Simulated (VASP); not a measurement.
# TaAs (I4_1md) in VASP: a series of runs, part 2 of 2

VASP 6.6.1.

### 3 Single point, r2SCAN

This run uses another cell than the first one, of 17.35 Å³/atom.

Contents of POSCAR:

```
TaAs
1.0
   -1.7202506308      1.7202506308      5.8629647290
    1.7202506308     -1.7202506308      5.8629647290
    1.7202506308      1.7202506308     -5.8629647290
Ta As
2 2
Direct
    0.5000125150      1.0000125150      0.5000000000
    0.7500125150      0.7500125150      0.0000000000
    0.0825869050      0.5825869050      0.5000000000
    0.3325869050      0.3325869050      0.0000000000
```

Contents of INCAR.step1:

```
PREC = Accurate ; ENCUT = 520
ISMEAR = -1 ; SIGMA = 0.02
LREAL = F ; LASPH = T
NELM = 60 ; NBANDS = 24
GGA = PE ; ALGO = Normal
EDIFF = 1E-4 ; LWAVE = T
LCHARG = F
```

Contents of INCAR.step2:

```
PREC = Accurate ; ENCUT = 520
EDIFF = 1E-6 ; ISMEAR = -1
SIGMA = 0.02 ; LREAL = F
LASPH = T ; NELM = 60
ALGO = Normal ; ISIF = 2
LWAVE = F ; LCHARG = T
METAGGA = R2SCAN ; LMIXTAU = T
LELF = T ; LVHAR = T
NBANDS = 24 ; ISTART = 1
```

Contents of KPOINTS:

```
regular mesh
0
Gamma
  8 8 8
```

Potentials or basis: VASP PAW PBE potentials, release 64 (Ta_pv, As).

Command:

```
> cat potpaw_PBE.64/Ta_pv/POTCAR potpaw_PBE.64/As/POTCAR > POTCAR
> cp INCAR.step1 INCAR
> mpirun -np 1 vasp_std > vasp.out
> cp INCAR.step2 INCAR
> mpirun -np 1 vasp_std > vasp.out
```

OUTCAR:

```text
PREC = Accurate
   ENCUT = 520
   EDIFF = 1E-6
   ISMEAR = -1
   LREAL = F
   LASPH = T
   NELM = 60
   ISIF = 2
   METAGGA = R2SCAN
   ISTART = 1

 ion  position               nearest neighbor table
   1  0.500  0.000  0.500-   4 2.61   4 2.61   3 2.62   3 2.62   3 2.62   3 2.62   2 3.40   2 3.40
                             2 3.40   2 3.40
   2  0.750  0.750  0.000-   3 2.61   3 2.61   4 2.62   4 2.62   4 2.62   4 2.62   1 3.40   1 3.40
                             1 3.40   1 3.40
   3  0.083  0.583  0.500-   2 2.61   2 2.61   1 2.62   1 2.62   1 2.62   1 2.62
   4  0.333  0.333  0.000-   1 2.61   1 2.61   2 2.62   2 2.62   2 2.62   2 2.62

  LATTYP: Found a body centered tetragonal cell.
 ALAT       =     3.4405012616
 C/A-ratio  =     3.4082037954

  Lattice vectors:

 A1 = (  -1.7202506308,   1.7202506308,   5.8629647290)
 A2 = (   1.7202506308,  -1.7202506308,   5.8629647290)
 A3 = (   1.7202506308,   1.7202506308,  -5.8629647290)

Analysis of symmetry for initial positions (statically):
=====================================================================
 Subroutine PRICEL returns:
 Original cell was already a primitive cell.

 Routine SETGRP: Setting up the symmetry group for a
 body centered tetragonal supercell.

 Subroutine GETGRP returns: Found  8 space group operations
 (whereof  4 operations were pure point group operations)
 out of a pool of 16 trial point group operations.

The static configuration has the point symmetry C_2v.
 The point group associated with its full space group is C_4v.

Analysis of symmetry for dynamics (positions and initial velocities):
=====================================================================
 Subroutine PRICEL returns:
 Original cell was already a primitive cell.

 Routine SETGRP: Setting up the symmetry group for a
 body centered tetragonal supercell.

 Subroutine GETGRP returns: Found  8 space group operations
 (whereof  4 operations were pure point group operations)
 out of a pool of 16 trial point group operations.
[... 124 lines left out ...]
   IMIX   =      4    mixing-type and parameters
     AMIX     =   0.40;   BMIX     =  1.00
     AMIX_MAG =   1.60;   BMIX_MAG =  1.00
  volume/ion in A,a.u.               =      17.35       117.08
  Fermi-wavevector in a.u.,A,eV,Ry     =   1.264750  2.390030 21.763767  1.599592
  Thomas-Fermi vector in A             =   2.398039
   LORBIT       =      0    0 simple, 1 ext, 2 COOP (PROOUT), +10 PAW based schemes
   METAGGA = R2SCAN    functional components
   LHFCALC =     F    Hartree Fock is set to
   AEXX    =    0.0000 exact exchange contribution
   IVDW    =     0    specifies the selected vdW correction
   LEPSILON=     F    determine dielectric tensor
   LRPA    =     F    only Hartree local field effects (RPA)
 non-spin polarized calculation
  energy-cutoff  :      520.00
  volume of cell :       69.40
 maximum number of plane-waves:      1881
   NGX = 23   NGY = 23   NGZ = 23

 number of electron      32.0000003 magnetization

 Free energy of the ion-electron system (eV)
  ---------------------------------------------------
  ext. energy  EPLUGINS =         0.00000000
  ---------------------------------------------------
  free energy    TOTEN  =      -129.07170158 eV

  energy without entropy =     -129.07015181  energy(sigma->0) =     -129.07092669

 E-fermi :   6.9856     XC(G=0): -12.7439

 val. band max:        6.9828866895   @ k =  -0.1250   0.5000   0.1250
 cond. band min:       7.0255645978   @ k =  -0.2500   0.5000   0.2500
 fundamental gap:      0.0426779083
 Fermi energy:         6.9855890513

 k-point     1 :       0.0000    0.0000    0.0000
  band No.  band energies     occupation
      1     -29.3575      2.00000
      2     -29.3040      2.00000
      3     -29.3040      2.00000
      4     -29.1553      2.00000
      5     -29.1553      2.00000
      6     -29.1020      2.00000
[... 637 lines left out ...]
     23      11.8261      0.00000
     24      12.4133      0.00000

 [... further k-points ...]

------------------------ aborting loop because EDIFF is reached ----------------------------------------

  FORCE on cell =-STRESS in cart. coord.  units (eV):
  Direction    XX          YY          ZZ          XY          YZ          ZX
  --------------------------------------------------------------------------------------
  -------------------------------------------------------------------------------------
  Total        0.2220101      0.2220101      0.2536072      0.0000000      0.0000000      0.0000000
  in kB        5.1253401      5.1253401      5.8547917      0.0000000      0.0000000      0.0000000
  external PRESSURE =       5.3684906 kB  Pullay stress =       0.0000000 kB

 VOLUME and BASIS-vectors are now :
 -----------------------------------------------------------------------------
  energy-cutoff  :      520.00
  volume of cell :       69.40
      direct lattice vectors                 reciprocal lattice vectors
    -1.720250631  1.720250631  5.862964729     0.000000000  0.290655321  0.085281086
     1.720250631 -1.720250631  5.862964729     0.290655321  0.000000000  0.085281086
     1.720250631  1.720250631 -5.862964729     0.290655321  0.290655321  0.000000000

 POSITION                                       TOTAL-FORCE (eV/Angst)
 -----------------------------------------------------------------------------------
      0.00000      1.72025      0.00015        -0.000000      0.000000     -0.006569
      0.00000      0.00000      8.79459         0.000000     -0.000000     -0.006569
      1.72025      0.00000      0.96841        -0.000000      0.000000      0.006569
      0.00000      0.00000      3.89989         0.000000     -0.000000      0.006569
 -----------------------------------------------------------------------------------
    total drift:                               -0.000001     -0.000001      0.000292

  FREE ENERGIE OF THE ION-ELECTRON SYSTEM (eV)
  ---------------------------------------------------
  free  energy   TOTEN  =      -129.0717015780 eV

  energy  without entropy=     -129.0701518058  energy(sigma->0) =     -129.07092669
```

OSZICAR.step1:

```text
N       E                     dE             d eps       ncg     rms          rms(c)
DAV:   1     0.239446080876E+03    0.23945E+03   -0.16447E+04  2832   0.128E+03
DAV:   2    -0.268925312632E+02   -0.26634E+03   -0.25435E+03  3336   0.351E+02
DAV:   3    -0.367489420163E+02   -0.98564E+01   -0.96428E+01  3736   0.610E+01
DAV:   4    -0.368784533050E+02   -0.12951E+00   -0.12940E+00  3160   0.720E+00
DAV:   5    -0.368799707362E+02   -0.15174E-02   -0.15171E-02  3760   0.691E-01    0.212E+01
DAV:   6    -0.351945736365E+02    0.16854E+01   -0.41004E+00  3376   0.127E+01    0.897E+00
DAV:   7    -0.351058449265E+02    0.88729E-01   -0.41070E-01  3784   0.413E+00    0.267E+00
DAV:   8    -0.350906502845E+02    0.15195E-01   -0.33978E-02  3160   0.887E-01    0.241E-01
DAV:   9    -0.350904976446E+02    0.15264E-03   -0.28933E-03  3528   0.297E-01    0.121E-01
DAV:  10    -0.350905224843E+02   -0.24840E-04   -0.32397E-04  2912   0.145E-01
   1 F= -.35090522E+02 E0= -.35089714E+02  d E =-.161784E-02
```

It took 6.6 min on 1 thread of Intel Xeon 6975P-C (Granite Rapids), shared host; peak memory 0.4 GiB.

Results:

* Free energy: -129.0717 eV
* Pressure: 0.5 GPa
* Largest force: 0.007 eV/Å
* Band gap on the k mesh: zero (bands 16 and 17 overlap by 0.05 eV)

Forces in eV/Å, atoms in the order of the input:
```
Ta   0.000  0.000 -0.007
Ta   0.000  0.000 -0.007
As   0.000  0.000  0.007
As   0.000  0.000  0.007
```

Levels at points of the mesh, in eV from the Fermi level:
| k point | band 13 | band 14 | band 15 | band 16 | band 17 | band 18 | band 19 | band 20 |
| --- | --- | --- | --- | --- | --- | --- | --- | --- |
| (0.00, 0.00, 0.00) | -2.50 | -2.09 | -1.83 | -1.83 | 0.92 | 1.62 | 2.46 | 3.18 |
| (0.50, 0.00, 0.00) | -2.66 | -2.56 | -1.71 | -0.37 | 0.11 | 1.42 | 2.38 | 2.59 |
| (0.50, 0.50, 0.00) | -3.50 | -3.50 | -1.30 | -1.30 | 2.97 | 2.97 | 3.20 | 3.20 |
| (0.50, 0.50, 0.50) | -2.94 | -2.94 | -1.13 | -1.13 | 1.25 | 1.25 | 2.39 | 2.39 |

Caveat: the PAW data sets were made with another functional, which shifts forces and pressure a little; spin-orbit coupling is left out, which moves the levels of the heavy elements.

### 4 Single point, r2SCAN (17.87 Å³/atom)

This run uses another cell than the first one, of 17.87 Å³/atom.

Contents of POSCAR:

```
TaAs
1.0
   -1.7372839231      1.7372839231      5.9210176602
    1.7372839231     -1.7372839231      5.9210176602
    1.7372839231      1.7372839231     -5.9210176602
Ta As
2 2
Direct
    0.5000125150      1.0000125150      0.5000000000
    0.7500125150      0.7500125150      0.0000000000
    0.0825869050      0.5825869050      0.5000000000
    0.3325869050      0.3325869050      0.0000000000
```

Contents of INCAR.step1:

```
SYSTEM = TaAs
  PREC = Accurate
  ENCUT = 520
  ISMEAR = -1
  SIGMA = 0.02
  LREAL = .FALSE.
  LASPH = .TRUE.
  NELM = 100
  NBANDS = 24
  GGA = PE
  ALGO = Normal
  EDIFF = 1E-4
  LWAVE = .TRUE.
  LCHARG = .FALSE.
```

Contents of INCAR.step2:

```
SYSTEM = TaAs
  PREC = Accurate
  ENCUT = 520
  EDIFF = 1E-6
  ISMEAR = -1
  SIGMA = 0.02
  LREAL = .FALSE.
  LASPH = .TRUE.
  NELM = 100
  ALGO = Normal
  ISIF = 2
  LWAVE = .FALSE.
  LCHARG = .FALSE.
  METAGGA = R2SCAN
  LMIXTAU = .TRUE.
  NBANDS = 24
  ISTART = 1
```

Contents of KPOINTS:

```
regular mesh
0
G
  8 8 8
  0 0 0
```

Command:

```
> cat potpaw_PBE.64/Ta_pv/POTCAR potpaw_PBE.64/As/POTCAR > POTCAR
> cp INCAR.step1 INCAR
> mpirun -np 1 vasp_std > vasp.out
> cp INCAR.step2 INCAR
> mpirun -np 1 vasp_std > vasp.out
```

Run time: 6.7 min. Hardware: 1 thread of Intel Xeon 6975P-C (Granite Rapids), shared host; peak memory 0.4 GiB.

Results (log left out):

```
Free energy            : -129.0434 eV
Pressure               : -4.8 GPa
Largest force          : 0.019 eV/Å
Band gap on the k mesh : zero (bands 16 and 17 overlap by 0.05 eV)
```

Forces on the atoms (eV/Å):
```
Ta   0.000  0.000 -0.019
Ta   0.000  0.000 -0.019
As   0.000  0.000  0.019
As   0.000  0.000  0.019
```

Stress tensor (GPa, compression positive):
```
-5.06  0.00  0.00
 0.00 -5.06  0.00
 0.00  0.00 -4.22
```

Levels at points of the mesh, in eV from the Fermi level:
```
           k point  band 14  band 15  band 16  band 17  band 18  band 19
(0.00, 0.00, 0.00)    -2.01    -1.81    -1.81     0.88     1.55     2.37
(0.50, 0.00, 0.00)    -2.51    -1.64    -0.37     0.11     1.37     2.28
(0.50, 0.50, 0.00)    -3.44    -1.27    -1.27     2.84     2.84     3.06
(0.50, 0.50, 0.50)    -2.82    -1.16    -1.16     1.20     1.20     2.29
```

Caveat: the cell stands under tension; the PAW data sets were made with another functional, which shifts forces and pressure a little; spin-orbit coupling is left out, which moves the levels of the heavy elements.

### 5 Summary

| cell | gap on the mesh (eV) | pressure (GPa) | largest force (eV/Å) |
| --- | --- | --- | --- |
| a = 6.284 Å, angles 148.6, 148.6, 45.1°, 4 atoms | none | 6.8 | 0.01 |
| a = 6.348 Å, angles 148.6, 148.6, 45.1°, 4 atoms | none | 0.5 | 0.01 |
| a = 6.411 Å, angles 148.6, 148.6, 45.1°, 4 atoms | none | -4.8 | 0.02 |

Alike in all rows: task single point; level r2SCAN; potentials or basis VASP PAW PBE potentials, release 64 (Ta_pv, As); no spin polarisation; k mesh 8 × 8 × 8; cutoff (eV) 520; smearing fermi-dirac 0.02 eV.

Caveats: the PAW data sets were made with another functional, which shifts forces and pressure a little; spin-orbit coupling is left out, which moves the levels of the heavy elements; the cell stands under pressure (at least some runs); the cell stands under tension (at least some runs).

Absolute energies hang on the potentials; compare differences alone.
